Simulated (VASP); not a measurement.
# GaN (P6_3/mmc) in VASP: notebook

GaN is run at these levels: r2SCAN; tasks: relaxation of cell and atoms, single point.

Everything below comes from runs of VASP 6.6.1. Logs are shortened: lines on timing, memory, paths and dates and some standing lists are left out, and cuts for length are marked.

## Step 1: The cell of the first run

It takes space group P6_3/mmc (No. 194, hexagonal). Conventional cell: a = 2.865 Å, b = 2.865 Å, c = 7.876 Å, α = 90.00°, β = 90.00°, γ = 120.00°. Within 2.2 Å of Ga (site symmetry -6m2) lie 3 N at 1.65 Å. N (site symmetry -6m2) has 3 Ga at 1.65 Å within 2.2 Å.

## Step 2: Relaxation of cell and atoms, r2SCAN

Input file POSCAR:

```
GaN
1.0
    2.8653841720      0.0000000000      0.0000000000
   -1.4326920860      2.4814954845      0.0000000000
    0.0000000000      0.0000000000      7.8760380704
Ga N
2 2
Direct
    0.3333333333      0.6666666667      0.2500000000
    0.6666666667      0.3333333333      0.7500000000
    0.3333333333      0.6666666667      0.7500000000
    0.6666666667      0.3333333333      0.2500000000
```

Input file INCAR.step1:

```
ALGO = Normal
EDIFF = 1E-4
ENCUT = 600
GGA = PE
ISMEAR = 0
LASPH = True
LCHARG = False
LREAL = False
LWAVE = True
NELM = 80
PREC = Accurate
SIGMA = 0.1
```

Input file INCAR.step2:

```
ALGO = Normal
EDIFF = 1E-6
EDIFFG = -0.05
ENCUT = 600
IBRION = 2
ISIF = 3
ISMEAR = 0
ISTART = 1
LASPH = True
LCHARG = False
LMIXTAU = True
LREAL = False
LWAVE = False
METAGGA = R2SCAN
NELM = 80
NSW = 80
PREC = Accurate
SIGMA = 0.1
```

Input file KPOINTS:

```
k-points
0
Gamma
  12 12 4
```

Potentials or basis: VASP PAW PBE potentials, release 64 (Ga_d, N).

Run with:

```
$ cat potpaw_PBE.64/Ga_d/POTCAR potpaw_PBE.64/N/POTCAR > POTCAR
$ cp INCAR.step1 INCAR
$ mpirun -np 1 vasp_std > vasp.out
$ cp INCAR.step2 INCAR
$ mpirun -np 1 vasp_std > vasp.out
```

OUTCAR:

```text
EDIFF = 1E-6
   EDIFFG = -0.05
   ENCUT = 600
   IBRION = 2
   ISIF = 3
   ISMEAR = 0
   ISTART = 1
   LASPH = True
   LREAL = False
   METAGGA = R2SCAN
   NELM = 80
   NSW = 80
   PREC = Accurate

 ion  position               nearest neighbor table
   1  0.333  0.667  0.250-   4 1.65   4 1.65   4 1.65
   2  0.667  0.333  0.750-   3 1.65   3 1.65   3 1.65
   3  0.333  0.667  0.750-   2 1.65   2 1.65   2 1.65
   4  0.667  0.333  0.250-   1 1.65   1 1.65   1 1.65

  LATTYP: Found a hexagonal cell.
 ALAT       =     2.8653841720
 C/A-ratio  =     2.7486848526

  Lattice vectors:

 A1 = (   2.8653841720,   0.0000000000,   0.0000000000)
 A2 = (  -1.4326920860,   2.4814954845,   0.0000000000)
 A3 = (   0.0000000000,   0.0000000000,   7.8760380704)

Analysis of symmetry for initial positions (statically):
=====================================================================
 Subroutine PRICEL returns:
 Original cell was already a primitive cell.

 Routine SETGRP: Setting up the symmetry group for a
 hexagonal supercell.

 Subroutine GETGRP returns: Found 24 space group operations
 (whereof 12 operations were pure point group operations)
 out of a pool of 24 trial point group operations.

The static configuration has the point symmetry D_3d.
 The point group associated with its full space group is D_6h.

Analysis of symmetry for dynamics (positions and initial velocities):
=====================================================================
 Subroutine PRICEL returns:
 Original cell was already a primitive cell.

 Routine SETGRP: Setting up the symmetry group for a
 hexagonal supercell.

 Subroutine GETGRP returns: Found 24 space group operations
 (whereof 12 operations were pure point group operations)
 out of a pool of 24 trial point group operations.

The dynamic configuration has the point symmetry D_3d.
 The point group associated with its full space group is D_6h.

 Subroutine INISYM returns: Found 24 space group operations
 (whereof 12 operations are pure point group operations),
 and found     1 'primitive' translations

----------------------------------------------------------------------------------------

                                     Primitive cell

  volume of cell :      56.0021

  direct lattice vectors                    reciprocal lattice vectors
     2.865384172  0.000000000  0.000000000     0.348993343  0.201491400  0.000000000
    -1.432692086  2.481495484  0.000000000     0.000000000  0.402982801  0.000000000
     0.000000000  0.000000000  7.876038070     0.000000000  0.000000000  0.126967390
[... 84 lines left out ...]
   LSORBIT =      F    spin-orbit coupling
   LASPH  =      T    aspherical Exc in radial PAW
   ENCUT  =  600.0 eV  44.10 Ry    6.64 a.u.   5.72  5.72 15.73*2*pi/ulx,y,z
   NELM   =     80;   NELMIN=  2; NELMDL=  0     # of ELM steps
   EDIFF  = 0.1E-05   stopping-criterion for ELM
   LREAL  =      F    real-space projection
   EDIFFG = -.5E-01   stopping-criterion for IOM
   NSW    =     80    number of steps for IOM
   IBRION =      2    ionic relax: 0-MD 1-quasi-New 2-CG
   NFREE  =      1    steps in history (QN), initial steepest desc. (CG)
   ISIF   =      3    stress and relaxation
   ISYM   =      2    0-nonsym 1-usesym 2-fastsym
   POTIM  = 0.5000    time-step for ionic-motion
   TEBEG  =    0.0;   TEEND  =   0.0 temperature during run
   PSTRESS=    0.0 pullay stress
   NELECT =      36.0000    total number of electrons
   NUPDOWN=      -1.0000    fix difference up-down
   EMIN   =  10.00;   EMAX   =-10.00  energy-range for DOS
   EFERMI =   0.00;   METHOD = LEGACY
   ISMEAR =     0;   SIGMA  =   0.10  broadening in eV -4-tet -1-fermi 0-gaus
   EFERMI_NEDOS =   21; number of points for ismear=-14 and -15
   IALGO  =     38    algorithm
   IMIX   =      4    mixing-type and parameters
     AMIX     =   0.40;   BMIX     =  1.00
     AMIX_MAG =   1.60;   BMIX_MAG =  1.00
  volume/ion in A,a.u.               =      14.00        94.48
  Fermi-wavevector in a.u.,A,eV,Ry     =   1.412888  2.669970 27.160649  1.996251
  Thomas-Fermi vector in A             =   2.534590
   LORBIT       =      0    0 simple, 1 ext, 2 COOP (PROOUT), +10 PAW based schemes
   METAGGA = R2SCAN    functional components
   LHFCALC =     F    Hartree Fock is set to
   AEXX    =    0.0000 exact exchange contribution
   IVDW    =     0    specifies the selected vdW correction
   LEPSILON=     F    determine dielectric tensor
   LRPA    =     F    only Hartree local field effects (RPA)
 conjugate gradient relaxation of ions
 non-spin polarized calculation
 Gauss-broadening in eV      SIGMA  =   0.10
  energy-cutoff  :      600.00
  volume of cell :       56.00
 maximum number of plane-waves:      1883
 NGX is ok and might be reduce to    24
   NGX = 11   NGY = 11   NGZ = 31

--------------------------------------- Ionic step        1  -------------------------------------------

 number of electron      35.9999986 magnetization

 Free energy of the ion-electron system (eV)
  ---------------------------------------------------
  ext. energy  EPLUGINS =         0.00000000
  ---------------------------------------------------
  free energy    TOTEN  =       -38.70399408 eV

  energy without entropy =      -38.70399408  energy(sigma->0) =      -38.70399408

------------------------ aborting loop because EDIFF is reached ----------------------------------------

  FORCE on cell =-STRESS in cart. coord.  units (eV):
  Direction    XX          YY          ZZ          XY          YZ          ZX
  --------------------------------------------------------------------------------------
  -------------------------------------------------------------------------------------
  Total       35.3695349     35.3695349     -0.6120573      0.0000000     -0.0000000      0.0000000
  in kB     1011.8957634   1011.8957634    -17.5104973      0.0000000     -0.0000000      0.0000000
  external PRESSURE =     668.7603432 kB  Pullay stress =       0.0000000 kB
[... 1923 lines left out ...]
     21       8.5198      0.00000
     22       8.9009      0.00000

 [... further k-points ...]

[... ionic steps 4 to 23 ...]

--------------------------------------- Ionic step       24  -------------------------------------------

 number of electron      35.9999978 magnetization

------------------------ aborting loop because EDIFF is reached ----------------------------------------
[... 71 lines left out ...]
--------------------------------------- Ionic step       26  -------------------------------------------

 number of electron      36.0000020 magnetization

 Free energy of the ion-electron system (eV)
  ---------------------------------------------------
  ext. energy  EPLUGINS =         0.00000000
  ---------------------------------------------------
  free energy    TOTEN  =       -42.82009881 eV

  energy without entropy =      -42.82009881  energy(sigma->0) =      -42.82009881

 E-fermi :   6.2610     XC(G=0): -12.7836

 val. band max:        5.8608319007   @ k =   0.0000   0.0000   0.0000
 cond. band min:       7.7213021782   @ k =   0.0000   0.0000   0.0000
 fundamental gap:      1.8604702775
 Fermi energy:         6.2609580635
[... 631 lines left out ...]
  FREE ENERGIE OF THE ION-ELECTRON SYSTEM (eV)
  ---------------------------------------------------
  free  energy   TOTEN  =       -42.8200988091 eV

  energy  without entropy=      -42.8200988091  energy(sigma->0) =      -42.82009881

 reached required accuracy - stopping structural energy minimisation
```

Wall time 59 min (1 thread of Intel Xeon Platinum 8488C (Sapphire Rapids), shared host); peak memory 0.26 GiB.

Results:

| Item | Value |
| --- | --- |
| Free energy | -42.8201 eV |
| Relaxed volume | 11.22 Å³/atom |
| Relaxed cell | a = 3.309 Å, b = 3.309 Å, c = 4.731 Å, α = 90.00°, β = 90.00°, γ = 120.00° |
| Space group after relaxing (to 0.1 Å) | P6_3/mmc (No. 194) |
| Pressure after relaxing | 0.0 GPa |
| Band gap on the k mesh | 1.86 eV |

Final structure:
```yaml
crystal:
  lattice:
    - [3.30935, 0.00000, 0.00000]
    - [-1.65467, 2.86598, 0.00000]
    - [0.00000, 0.00000, 4.73125]
  atoms:
    - { symbol: Ga, position: [0.33333, 0.66667, 0.25000] }
    - { symbol: Ga, position: [0.66667, 0.33333, 0.75000] }
    - { symbol: N, position: [0.33333, 0.66667, 0.75000] }
    - { symbol: N, position: [0.66667, 0.33333, 0.25000] }
```

Caveat: the volume moved by over 15 % at a fixed basis, so the end points are rough; the PAW data sets were made with another functional, which shifts forces and pressure a little.

## Step 3: Single point, r2SCAN

POSCAR is that of step 2.

Input file INCAR.step1:

```
SYSTEM = GaN
PREC = Accurate
ENCUT = 520
ISMEAR = 0
SIGMA = 0.1
LREAL = .FALSE.
LASPH = .TRUE.
NELM = 60
NBANDS = 26
GGA = PE
ALGO = Normal
EDIFF = 1E-4
LWAVE = .TRUE.
LCHARG = .FALSE.
```

Input file INCAR.step2:

```
SYSTEM = GaN
PREC = Accurate
ENCUT = 520
EDIFF = 1E-7
ISMEAR = 0
SIGMA = 0.1
LREAL = .FALSE.
LASPH = .TRUE.
NELM = 60
ALGO = Normal
ISIF = 2
LWAVE = .FALSE.
LCHARG = .FALSE.
METAGGA = R2SCAN
LMIXTAU = .TRUE.
NBANDS = 26
ISTART = 1
```

Input file KPOINTS:

```
regular mesh
0
G
  6 6 2
  0 0 0
```

Potentials or basis: VASP PAW PBE potentials, release 64 (Ga_d, N).

Run with:

```
$ cat potpaw_PBE.64/Ga_d/POTCAR potpaw_PBE.64/N/POTCAR > POTCAR
$ cp INCAR.step1 INCAR
$ mpirun -np 1 vasp_std > vasp.out
$ cp INCAR.step2 INCAR
$ mpirun -np 1 vasp_std > vasp.out
```

It took 61 s on 1 thread of Intel Xeon Platinum 8488C (Sapphire Rapids), shared host; peak memory 0.19 GiB.

Results (log left out):

```yaml
Free_energy: -38.6968 eV
Pressure: 66.9 GPa
Band_gap_on_the_k_mesh: 2.11 eV
```

Stress tensor (GPa, compression positive):
```
101.19   0.00   0.00
  0.00 101.19   0.00
  0.00   0.00  -1.70
```

Levels at points of the mesh, in eV from the valence-band top:
```
           k point  band 14  band 15  band 16  band 17  band 18  band 19  band 20  band 21  band 22  band 23
(0.00, 0.00, 0.00)    -4.17    -0.02    -0.02     0.00     0.00     2.11     6.04     6.10     9.74    11.04
(0.50, 0.00, 0.00)    -7.84    -3.09    -3.05    -1.79    -1.26     4.49     5.58     6.73     7.86     8.79
(0.00, 0.00, 0.50)    -4.96    -0.01    -0.01    -0.01    -0.01     3.58     3.58     8.18     8.18    13.26
(0.50, 0.00, 0.50)    -7.85    -3.07    -3.07    -1.51    -1.51     4.70     4.70     7.77     7.77     9.57
```

Caveat: the k points lie up to 0.42 Å⁻¹ apart; the PAW data sets were made with another functional, which shifts forces and pressure a little.
